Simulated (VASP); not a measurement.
# MgTe (P6_3mc) in VASP: dielectric tensor with r2SCAN

Aim: the dielectric tensor of MgTe with r2SCAN.

All numbers are computed with VASP 6.6.1; they aren't measurements. Logs are shortened: lines on timing, memory, paths and dates and some standing lists are left out, and cuts for length are marked.

## Step 1: The cell of the first run

It takes space group P6_3mc (No. 186, hexagonal). The conventional cell has a = 4.578 Å, b = 4.578 Å, c = 7.455 Å, α = 90.00°, β = 90.00°, γ = 120.00°. Mg (site symmetry 3m) has 4 Te at 2.80 Å within 3.7 Å. Te (site symmetry 3m) has 4 Mg at 2.80 Å within 3.7 Å.

## Step 2: Dielectric tensor, r2SCAN

INCAR

```
SYSTEM = MgTe
  PREC = Accurate
  ENCUT = 580
  EDIFF = 1E-8
  ISMEAR = 0
  SIGMA = 0.01
  LREAL = .FALSE.
  LASPH = .TRUE.
  NELM = 120
  ALGO = Normal
  ISIF = 2
  LWAVE = .FALSE.
  LCHARG = .FALSE.
  METAGGA = R2SCAN
  LMIXTAU = .TRUE.
  LCALCEPS = .TRUE.
  GGA_COMPAT = .FALSE.
```

KPOINTS

```
regular mesh
0
G
  6 6 4
  0 0 0
```

POSCAR

```
MgTe
1.0
    4.5777324796      0.0000000000      0.0000000000
   -2.2888662398      3.9644326191      0.0000000000
    0.0000000000      0.0000000000      7.4548284134
Mg Te
2 2
Direct
    0.3333333333      0.6666666667      0.9968886101
    0.6666666667      0.3333333333      0.4968886101
    0.3333333333      0.6666666667      0.3731113899
    0.6666666667      0.3333333333      0.8731113899
```

Potentials or basis: VASP PAW PBE potentials, release 64 (Mg, Te).

The run is started by

```bash
> cat potpaw_PBE.64/Mg/POTCAR potpaw_PBE.64/Te/POTCAR > POTCAR
> mpirun -np 1 vasp_std > vasp.out
```

OUTCAR:

```text
SYSTEM = MgTe
   PREC = Accurate
   ENCUT = 580
   EDIFF = 1E-8
   ISMEAR = 0
   LREAL = .FALSE.
   LASPH = .TRUE.
   NELM = 120
   ISIF = 2
   METAGGA = R2SCAN

 ion  position               nearest neighbor table
   1  0.333  0.667  0.997-   4 2.80   4 2.80   4 2.80   3 2.80
   2  0.667  0.333  0.497-   3 2.80   3 2.80   3 2.80   4 2.80
   3  0.333  0.667  0.373-   2 2.80   2 2.80   2 2.80   1 2.80
   4  0.667  0.333  0.873-   1 2.80   1 2.80   1 2.80   2 2.80

  LATTYP: Found a hexagonal cell.
 ALAT       =     4.5777324796
 C/A-ratio  =     1.6284980493

  Lattice vectors:

 A1 = (   4.5777324796,   0.0000000000,   0.0000000000)
 A2 = (  -2.2888662398,   3.9644326191,   0.0000000000)
 A3 = (   0.0000000000,   0.0000000000,   7.4548284134)

Analysis of symmetry for initial positions (statically):
=====================================================================
 Subroutine PRICEL returns:
 Original cell was already a primitive cell.

 Routine SETGRP: Setting up the symmetry group for a
 hexagonal supercell.

 Subroutine GETGRP returns: Found 12 space group operations
 (whereof  6 operations were pure point group operations)
 out of a pool of 24 trial point group operations.

The static configuration has the point symmetry C_3v.
 The point group associated with its full space group is C_6v.

Analysis of symmetry for dynamics (positions and initial velocities):
=====================================================================
 Subroutine PRICEL returns:
 Original cell was already a primitive cell.

 Routine SETGRP: Setting up the symmetry group for a
 hexagonal supercell.

 Subroutine GETGRP returns: Found 12 space group operations
 (whereof  6 operations were pure point group operations)
 out of a pool of 24 trial point group operations.

The dynamic configuration has the point symmetry C_3v.
 The point group associated with its full space group is C_6v.

 Subroutine INISYM returns: Found 12 space group operations
 (whereof  6 operations are pure point group operations),
 and found     1 'primitive' translations

----------------------------------------------------------------------------------------

                                     Primitive cell

  volume of cell :     135.2911

  direct lattice vectors                    reciprocal lattice vectors
     4.577732480  0.000000000  0.000000000     0.218448764  0.126121452  0.000000000
    -2.288866240  3.964432619  0.000000000     0.000000000  0.252242905  0.000000000
     0.000000000  0.000000000  7.454828413     0.000000000  0.000000000  0.134141250

  length of vectors
     4.577732480  4.577732480  7.454828413     0.252242905  0.252242905  0.134141250

  position of ions in fractional coordinates (direct lattice)
     0.333333333  0.666666667  0.996888610
     0.666666667  0.333333333  0.496888610
     0.333333333  0.666666667  0.373111390
     0.666666667  0.333333333  0.873111390

  ion indices of the primitive-cell ions
   primitive index   ion index
                 1           1
                 2           2
                 3           3
                 4           4

----------------------------------------------------------------------------------------

 KPOINTS: regular mesh

Automatic generation of k-mesh.
 Grid dimensions read from file:
 generate k-points for:    6    6    4

 Generating k-lattice:

  Cartesian coordinates                     Fractional coordinates (reciprocal lattice)
     0.036408127  0.021020242  0.000000000     0.166666667  0.000000000  0.000000000
     0.000000000  0.042040484  0.000000000     0.000000000  0.166666667  0.000000000
     0.000000000  0.000000000  0.033535312     0.000000000  0.000000000  0.250000000

  Length of vectors
     0.042040484  0.042040484  0.033535312

  Shift w.r.t. Gamma in fractional coordinates (k-lattice)
     0.000000000  0.000000000  0.000000000

 Subroutine IBZKPT returns following result:
 ===========================================

 Found     21 irreducible k-points:

 Following reciprocal coordinates:
            Coordinates               Weight
  0.000000  0.000000  0.000000      1.000000
  0.166667  0.000000  0.000000      6.000000
  0.333333 -0.000000  0.000000      6.000000
  0.500000  0.000000  0.000000      3.000000
  0.166667  0.166667  0.000000      6.000000
  0.333333  0.166667  0.000000     12.000000
[... 13 lines left out ...]
  0.333333  0.166667  0.500000     12.000000
  0.333333  0.333333  0.500000      2.000000
   k-points           NKPTS =     21   k-points in BZ     NKDIM =     21   number of bands    NBANDS=     12
   number of dos      NEDOS =    301   number of ions     NIONS =      4
   total plane-waves  NPLWV =  77760
   dimension x,y,z NGX =    36 NGY =   36 NGZ =   60
   dimension x,y,z NGXF=    72 NGYF=   72 NGZF=  120
   ions per type =               2   2
   NGX,Y,Z   is equivalent  to a cutoff of  13.07, 13.07, 13.38 a.u.
   NGXF,Y,Z  is equivalent  to a cutoff of  26.15, 26.15, 26.76 a.u.
 SYSTEM =  MgTe
   PREC   = accura    normal or accurate (medium, high low for compatibility)
   ISTART =      0    job   : 0-new  1-cont  2-samecut
   ICHARG =      2    charge: 1-file 2-atom 10-const
   ISPIN  =      1    spin polarized calculation?
   LNONCOLLINEAR =      F non collinear calculations
   LSORBIT =      F    spin-orbit coupling
   LASPH  =      T    aspherical Exc in radial PAW
   ENCUT  =  580.0 eV  42.63 Ry    6.53 a.u.   8.99  8.99 14.64*2*pi/ulx,y,z
   NELM   =    120;   NELMIN=  2; NELMDL= -5     # of ELM steps
   EDIFF  = 0.1E-07   stopping-criterion for ELM
   LREAL  =      F    real-space projection
   EDIFFG = 0.1E-06   stopping-criterion for IOM
   NSW    =      0    number of steps for IOM
   IBRION =     -1    ionic relax: 0-MD 1-quasi-New 2-CG
   NFREE  =      0    steps in history (QN), initial steepest desc. (CG)
   ISIF   =      2    stress and relaxation
   ISYM   =      2    0-nonsym 1-usesym 2-fastsym
   POTIM  = 0.5000    time-step for ionic-motion
   TEBEG  =    0.0;   TEEND  =   0.0 temperature during run
   PSTRESS=    0.0 pullay stress
   NELECT =      16.0000    total number of electrons
   NUPDOWN=      -1.0000    fix difference up-down
   EMIN   =  10.00;   EMAX   =-10.00  energy-range for DOS
   EFERMI =   0.00;   METHOD = LEGACY
   ISMEAR =     0;   SIGMA  =   0.01  broadening in eV -4-tet -1-fermi 0-gaus
   EFERMI_NEDOS =   21; number of points for ismear=-14 and -15
   IALGO  =     38    algorithm
   IMIX   =      4    mixing-type and parameters
     AMIX     =   0.40;   BMIX     =  1.00
     AMIX_MAG =   1.60;   BMIX_MAG =  1.00
  volume/ion in A,a.u.               =      33.82       228.25
  Fermi-wavevector in a.u.,A,eV,Ry     =   0.803573  1.518532  8.785676  0.645729
  Thomas-Fermi vector in A             =   1.911465
   LORBIT       =      0    0 simple, 1 ext, 2 COOP (PROOUT), +10 PAW based schemes
   METAGGA = R2SCAN    functional components
   LHFCALC =     F    Hartree Fock is set to
   AEXX    =    0.0000 exact exchange contribution
   IVDW    =     0    specifies the selected vdW correction
   LEPSILON=     F    determine dielectric tensor
   LRPA    =     F    only Hartree local field effects (RPA)
   LRPA       =     F
 non-spin polarized calculation
 Gauss-broadening in eV      SIGMA  =   0.01
  energy-cutoff  :      580.00
  volume of cell :      135.29
 maximum number of plane-waves:      4329
 NGX is ok and might be reduce to    36
   NGX = 17   NGY = 17   NGZ = 29

 Total electronic dipole moment: p[elc]=(     0.00000    -0.00000     0.19543 ) |e| Angst

 number of electron      16.0000000 magnetization

 Free energy of the ion-electron system (eV)
  ---------------------------------------------------
  ext. energy  EPLUGINS =         0.00000000
  ---------------------------------------------------
  free energy    TOTEN  =       -63.36386918 eV

  energy without entropy =      -63.36386918  energy(sigma->0) =      -63.36386918

 E-fermi :   1.6998     XC(G=0):  -8.1746

 val. band max:        1.6318559414   @ k =   0.0000   0.0000   0.0000
 cond. band min:   10000.0000000000   @ k =   0.0000   0.0000   0.0000
 fundamental gap:   9998.3681440586
 Fermi energy:         1.6997855476

 k-point     1 :       0.0000    0.0000    0.0000
  band No.  band energies     occupation
      1      -8.8863      2.00000
      2      -8.2546      2.00000
      3      -1.6250      2.00000
      4       1.1412      2.00000
      5       1.1412      2.00000
      6       1.6276      2.00000
      7       1.6276      2.00000
      8       1.6319      2.00000
      9   10000.0000      0.00000
     10   10000.0000      0.00000
     11   10000.0000      0.00000
     12   10000.0000      0.00000

 k-point     2 :       0.1667    0.0000    0.0000
  band No.  band energies     occupation
      1      -8.7647      2.00000
      2      -8.1886      2.00000
      3      -1.4472      2.00000
      4       0.3105      2.00000
      5       0.7424      2.00000
      6       0.9089      2.00000
      7       1.5026      2.00000
      8       1.5244      2.00000
      9   10000.0000      0.00000
     10   10000.0000      0.00000
     11   10000.0000      0.00000
     12   10000.0000      0.00000

 k-point     3 :       0.3333   -0.0000    0.0000
  band No.  band energies     occupation
      1      -8.4736      2.00000
      2      -8.0726      2.00000
      3      -1.1577      2.00000
      4      -0.6641      2.00000
      5      -0.4041      2.00000
      6       0.5466      2.00000
      7       1.0714      2.00000
      8       1.2968      2.00000
      9   10000.0000      0.00000
     10   10000.0000      0.00000
     11   10000.0000      0.00000
     12   10000.0000      0.00000
[... 286 lines left out ...]
 k-point    23 :      -0.3333    0.3333    0.0000
  band No.  band energies     occupation
      1      -8.4736      2.00000
      2      -8.0726      2.00000
      3      -1.1577      2.00000
      4      -0.6641      2.00000
      5      -0.4041      2.00000
      6       0.5466      2.00000
      7       1.0714      2.00000
      8       1.2968      2.00000
      9   10000.0000      0.00000
     10   10000.0000      0.00000
     11   10000.0000      0.00000
     12   10000.0000      0.00000

 k-point    24 :      -0.5000    0.5000    0.0000
  band No.  band energies     occupation
      1      -8.2725      2.00000
      2      -8.0514      2.00000
      3      -1.4355      2.00000
      4      -0.9602      2.00000
      5      -0.3342      2.00000
      6       0.3948      2.00000
      7       0.6413      2.00000
      8       1.1854      2.00000
      9   10000.0000      0.00000
     10   10000.0000      0.00000
     11   10000.0000      0.00000
     12   10000.0000      0.00000

 [... further k-points ...]

------------------------ aborting loop because EDIFF is reached ----------------------------------------

            Ionic dipole moment: p[ion]=(     0.00000     0.00000    18.37534 ) |e| Angst

 Total electronic dipole moment: p[elc]=(     0.00000     0.00000     0.22527 ) |e| Angst

 MACROSCOPIC STATIC DIELECTRIC TENSOR (including local field effects)
 ------------------------------------------------------
           4.880625    -0.000000     0.000000
           0.000000     4.880625     0.000000
           0.000000     0.000000     4.991937
 ------------------------------------------------------

 PIEZOELECTRIC TENSOR (including local field effects) (e Angst)
          XX          YY          ZZ          XY          YZ          ZX
  --------------------------------------------------------------------------------
  x     0.00000    -0.00000     0.00000     0.00000     0.00000     1.82650
  y     0.00000    -0.00000    -0.00000    -0.00000     1.82649     0.00000
  z     1.81000     1.81000    -3.53291    -0.00000     0.00000     0.00000

 PIEZOELECTRIC TENSOR (including local field effects) (C/m^2)
          XX          YY          ZZ          XY          YZ          ZX
  --------------------------------------------------------------------------------
  x     0.00000    -0.00000     0.00000     0.00000     0.00000     0.21630
  y     0.00000    -0.00000    -0.00000    -0.00000     0.21630     0.00000
  z     0.21435     0.21435    -0.41838    -0.00000     0.00000     0.00000

 BORN EFFECTIVE CHARGES (including local field effects) (in |e|, cummulative output)
 ---------------------------------------------------------------------------------
 ion    1
    1     1.88905     0.00000     0.00000
    2     0.00000     1.88905     0.00000
    3    -0.00000    -0.00000     1.97104
 ion    2
    1     1.88905     0.00000     0.00000
    2    -0.00000     1.88905     0.00000
    3     0.00000     0.00000     1.97104
 ion    3
    1    -1.88905     0.00000    -0.00000
    2     0.00000    -1.88905     0.00000
    3     0.00000     0.00000    -1.97104
 ion    4
    1    -1.88905     0.00000     0.00000
    2     0.00000    -1.88905     0.00000
    3     0.00000     0.00000    -1.97104

  FORCE on cell =-STRESS in cart. coord.  units (eV):
  Direction    XX          YY          ZZ          XY          YZ          ZX
  --------------------------------------------------------------------------------------
  -------------------------------------------------------------------------------------
  Total       -0.0905882     -0.0905882     -0.0770172      0.0000000      0.0000000      0.0000000
  in kB       -1.0727865     -1.0727865     -0.9120723      0.0000000      0.0000000      0.0000000
  external PRESSURE =      -1.0192151 kB  Pullay stress =       0.0000000 kB

 VOLUME and BASIS-vectors are now :
 -----------------------------------------------------------------------------
  energy-cutoff  :      580.00
  volume of cell :      135.29
      direct lattice vectors                 reciprocal lattice vectors
     4.577732480  0.000000000  0.000000000     0.218448764  0.126121452  0.000000000
    -2.288866240  3.964432619  0.000000000     0.000000000  0.252242905  0.000000000
     0.000000000  0.000000000  7.454828413     0.000000000  0.000000000  0.134141250

 POSITION                                       TOTAL-FORCE (eV/Angst)
 -----------------------------------------------------------------------------------
     -0.00000      2.64296      7.43163        -0.000000     -0.000000     -0.000332
      2.28887      1.32148      3.70422         0.000000     -0.000000     -0.000332
     -0.00000      2.64296      2.78148        -0.000000      0.000000      0.000332
      2.28887      1.32148      6.50890         0.000000      0.000000      0.000332
 -----------------------------------------------------------------------------------
    total drift:                               -0.000000      0.000000     -0.004944

  FREE ENERGIE OF THE ION-ELECTRON SYSTEM (eV)
  ---------------------------------------------------
  free  energy   TOTEN  =       -63.3638691771 eV

  energy  without entropy=      -63.3638691771  energy(sigma->0) =      -63.36386918
```

It took 28 min on 1 thread of Intel Xeon 6975P-C (Granite Rapids), shared host; peak memory 0.8 GiB.

What came out:

```
Band gap on the k mesh                  : 3.14 eV
Electronic dielectric tensor (diagonal) : 4.88, 4.88, 4.99
Born charges (mean of the diagonal)     : Mg +1.92; Te -1.92 e
```

Electronic dielectric tensor:
```
4.88 0.00 0.00
0.00 4.88 0.00
0.00 0.00 4.99
```

Born effective charge tensors (e):
atom 1, Mg
```
1.89 0.00 0.00
0.00 1.89 0.00
0.00 0.00 1.97
```
atom 2, Mg
```
1.89 0.00 0.00
0.00 1.89 0.00
0.00 0.00 1.97
```
atom 3, Te
```
-1.89  0.00  0.00
 0.00 -1.89  0.00
 0.00  0.00 -1.97
```
atom 4, Te
```
-1.89  0.00  0.00
 0.00 -1.89  0.00
 0.00  0.00 -1.97
```

Dipole moments of the cell (e·Å, modulo the quantum): ionic 0.000, 0.000, 18.375; electronic 0.000, 0.000, 0.225

Caveat: the PAW data sets were made with another functional, which shifts forces and pressure a little; spin-orbit coupling is left out, which moves the levels of the heavy elements. A k mesh can miss the band edges.
